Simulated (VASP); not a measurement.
# Sr2Br: single point with PBE

The system is Sr2Br.

```
Sr Br
1.0
     5.71736    0.00000    0.00000
    -2.85868    4.95138    0.00000
     0.00000    0.00000    4.07802
Sr Br
2 1
Direct
  0.33333 0.66667 0.00000
  0.66667 0.33333 0.00000
  0.00000 0.00000 0.00000
```

```json
{"Program": "VASP 6.6.1", "Task": "single point", "Functional": "PBE", "Potentials or basis": "VASP PAW PBE potentials, release 64 (Sr_sv, Br)", "Cutoff": "520 eV", "k mesh": "6 × 6 × 4", "Occupations": "gaussian, width 0.1 eV", "Spin": "no spin polarisation", "Dipole correction": "no", "Further INCAR settings": "ALGO = Normal; EDIFF = 1e-07; NBANDS = 20"}
```

```yaml
Pressure: 3.4 GPa
```

Stress tensor (GPa, compression positive):
```
 5.84  0.00  0.00
 0.00  5.84  0.00
 0.00  0.00 -1.57
```

Levels at points of the mesh, in eV from the Fermi level:
```tsv
k point	band 9	band 10	band 11	band 12	band 13	band 14	band 15	band 16	band 17	band 18
(0.00, 0.00, 0.00)	-16.70	-5.44	-5.44	-3.76	-2.51	0.75	1.45	1.45	1.55	2.55
(0.50, 0.00, 0.00)	-16.56	-5.73	-5.28	-3.81	-0.88	-0.74	0.60	1.04	2.11	2.16
(0.00, 0.00, 0.50)	-16.61	-5.25	-5.25	-4.99	-0.32	0.39	0.39	0.88	2.07	2.07
(0.50, 0.00, 0.50)	-16.48	-5.43	-5.09	-5.02	-0.28	0.03	0.23	0.56	1.56	2.02
```

Run time: 37 s on 1 thread of AMD EPYC 9R45 96-Core Processor (Zen 5), on a shared host, peak memory 0.23 GiB.

Caveat: the k points lie up to 0.39 Å⁻¹ apart; an odd number of electrons without spin polarisation forces a metal; a magnetic or distorted state may lie lower.
